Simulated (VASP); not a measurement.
GaSb, 2 atoms in the cell. It takes space group Immm (No. 71, orthorhombic). The conventional cell has a = 2.923 Å, b = 5.138 Å, c = 6.342 Å, α = 90.00°, β = 90.00°, γ = 90.00°. Ga (site symmetry mmm) has 2 Ga at 2.92 Å and 6 Sb at 2.96 to 3.17 Å within 3.8 Å. Within 3.8 Å of Sb (site symmetry mmm) lie 2 Sb at 2.92 Å and 6 Ga at 2.96 to 3.17 Å.  This cell differs from its parent crystal: strain +e along x and -e along y -0.0400, strain +e along z and -e/2 along x and y +0.1000.

* Program: VASP 6.6.1
* Task: single point
* Functional: PBE
* Potentials or basis: VASP PAW PBE potentials, release 64 (Ga_d, Sb)
* Cutoff: 520 eV
* k mesh: 16 × 16 × 16
* Occupations: gaussian, width 0.15 eV
* Spin: no spin polarisation
* Dipole correction: no
* Further INCAR settings: ALGO = Normal; EDIFF = 1e-07; NBANDS = 16

Potentials or basis: VASP PAW PBE potentials, release 64 (Ga_d, Sb).

Launch:

```bash
$ cat potpaw_PBE.64/Ga_d/POTCAR potpaw_PBE.64/Sb/POTCAR > POTCAR
$ mpirun -np 1 vasp_std > vasp.out
```

Hardware: 1 thread of AMD EPYC 7R13, with other jobs on the host.

Question: Estimate the wall time of this run.

Answer: Wall time 14 min on 1 thread of AMD EPYC 7R13 (shared host), peak memory 0.55 GiB. Counts: scf iterations 13, k points 621.
